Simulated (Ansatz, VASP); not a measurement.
# TiAl in VASP and in Ansatz

Contents of INCAR:

```
PREC     = Accurate       # precision mode
ENCUT    = 520            # plane-wave cutoff, eV
EDIFF    = 1E-6           # SCF threshold, eV
ISMEAR   = 0              # smearing method
SIGMA    = 0.1            # smearing width, eV
LREAL    = False          # projectors in reciprocal space
LASPH    = True           # aspherical terms in the spheres
NELM     = 80             # most SCF steps
ALGO     = Fast           # electronic algorithm
ISIF     = 2              # what is computed and relaxed
LWAVE    = False          # write WAVECAR
LCHARG   = False          # write CHGCAR
GGA      = PE             # functional
NBANDS   = 14             # bands
```

Contents of KPOINTS:

```
Automatic mesh
0
Gamma
  12 12 12
```

File POSCAR:

```
TiAl
1.0
    3.1790640000      0.0000000000      0.0000000000
    0.0000000000      3.1790640000      0.0000000000
    0.0000000000      0.0000000000      3.1790640000
Ti Al
1 1
Direct
    0.0000000000      0.0000000000      0.0000000000
    0.6179592484      0.5000000000      0.5000000000
```

Input for Ansatz:

```yaml
crystal:
  lattice:
    - [3.179064, 0.0, 0.0]
    - [0.0, 3.179064, 0.0]
    - [0.0, 0.0, 3.179064]
  atoms:
    - { symbol: Ti, position: [0.0, 0.0, 0.0] }
    - { symbol: Al, position: [0.6179592484, 0.5, 0.5] }
basis:
  ecutwfc: 420
kpoints:
  mp_grid: { grid: [12, 12, 12] }
hamiltonian:
  xc: pbe
scf:
  occupations: { method: gaussian, width: 0.1 }
output:
  forces: true
  stress: true
  eigenvalues: true
```

Change from the starting cell: one atom moved.

Alike in both runs: task single point; functional PBE; k mesh 12 × 12 × 12; occupations gaussian, width 0.1 eV; no spin polarisation.

|  | VASP | Ansatz |
| --- | --- | --- |
| version | VASP 6.6.1 | Ansatz 0.2.0 |
| potentials or method | VASP PAW PBE potentials, release 64 (Ti_sv, Al), cutoff 520 eV | scalar-relativistic, plane waves, PAW |
| valence electrons in the cell | 15 | 15 |

VASP gave:

| Item | Value |
| --- | --- |
| gap on the k mesh at the Fermi level (eV) | none |
| pressure (GPa) | 6.2 |
| traceless stress, the component that is largest in VASP (GPa) | -4.72 |
| rms of the force components (eV/Å) | 1.318 |

Problem. Which values does Ansatz return?

Solution. gap on the k mesh at the Fermi level (eV): none; pressure (GPa): 6.3; traceless stress, the component that is largest in VASP (GPa): -4.70; rms of the force components (eV/Å): 1.318.

Atom by atom the forces differ by 0.001 eV/Å (rms over components). A gap of «none» marks a metal or a gap that the smearing closes.
